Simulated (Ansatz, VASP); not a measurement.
LaP in VASP and in Ansatz

```xyz
2
Lattice="0.0000 3.0333 3.0333 3.0333 0.0000 3.0333 3.0333 3.0333 0.0000" Properties=species:S:1:pos:R:3 pbc="T T T"
La    0.0000    0.0000    0.0000
P     3.0333    3.0333    3.0333
```

Alike in both runs: task single point; functional LDA; k mesh 10 × 10 × 10; occupations fermi-dirac, width 0.05 eV; no spin polarisation.

```csv
,VASP,Ansatz
version,VASP 6.6.1,Ansatz 0.2.0
potentials or method,"VASP PAW LDA potentials, release 64 (La, P), cutoff 520 eV","all-electron LAPW, scalar-relativistic"
```

|  | VASP | Ansatz | Ansatz less VASP |
| --- | --- | --- | --- |
| pressure (GPa) | -4.6 | -4.6 | +0.05 |

LDA's correlation is that of Perdew and Zunger in VASP and of Perdew and Wang (1992) in Ansatz. Ansatz ran all-electron here, and VASP with PAW potentials.

Spin-orbit coupling is off throughout.
